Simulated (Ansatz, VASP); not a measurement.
**FeO: VASP beside Ansatz**

File INCAR:

```
PREC = Accurate
ENCUT = 520
EDIFF = 1E-6
ISMEAR = -1
SIGMA = 0.05
LREAL = F
LASPH = T
NELM = 150
ALGO = Normal
ISIF = 2
LWAVE = F
LCHARG = F
ISPIN = 2
MAGMOM = 1.5 0
LORBIT = 11
NUPDOWN = 1.5
LMAXMIX = 4
GGA = PE
NBANDS = 18
```

The input KPOINTS:

```
regular mesh
0
Gamma
  9 9 9
```

POSCAR

```
FeO
1.0
    0.0000000000      2.1554000000      2.1554000000
    2.1554000000      0.0000000000      2.1554000000
    2.1554000000      2.1554000000      0.0000000000
Fe O
1 1
Direct
    0.0000000000      0.0000000000      0.0000000000
    0.5000000000      0.5000000000      0.5000000000
```

Contents of input.yaml:

```yaml
crystal:
  lattice:
    - [0.0, 2.1554, 2.1554]
    - [2.1554, 0.0, 2.1554]
    - [2.1554, 2.1554, 0.0]
  atoms:
    - { symbol: Fe, position: [0.0, 0.0, 0.0], spin: 1.5 }
    - { symbol: O, position: [0.5, 0.5, 0.5] }
hamiltonian:
  xc: pbe
  pseudopotentials: { kind: paw }
magnetization:
  spin_polarized: true
  initial_magnetization: 1.5
  spin_locking: { lock_magnetization: hard }
kpoints:
  mp_grid: { grid: [9, 9, 9] }
scf:
  occupations: { method: fermi_dirac, width: 0.05 }
  lower_state_search: "off"
output:
  forces: true
  stress: true
  eigenvalues: true
  write_density: true
  write_potential: true
  elf: true
  volumetric_format: npy
```

Alike in both runs: task single point; functional PBE; k mesh 9 × 9 × 9; occupations fermi-dirac, width 0.05 eV; collinear spin; fixed moment 1.5 μB.

|  | VASP | Ansatz |
| --- | --- | --- |
| version | VASP 6.6.1 | Ansatz 0.2.0 |
| potentials or method | VASP PAW PBE potentials, release 64 (Fe, O) | Ansatz PAW |
| plane-wave cutoff (eV) | 520 | 420 |
| valence electrons in the cell | 14 | 22 |

Ansatz gave:

| Quantity | Value |
| --- | --- |
| pressure (GPa) | -21.7 |
| net moment per atom (μB) | 0.75 |
| size of the moment on the site where the two differ most (μB) | 1.44 |

Task: Which values does VASP return?

Result: Pressure (GPa): -21.4; net moment per atom (μB): 0.75; size of the moment on the site where the two differ most (μB): 1.52.

Site moments also hang on the region over which each program counts them. With one functional, cell and mesh, what is left measures potentials, basis and numerics. VASP's potentials hold 14 valence electrons a cell and Ansatz's 22, so a difference there can come from the potentials and not from the codes.
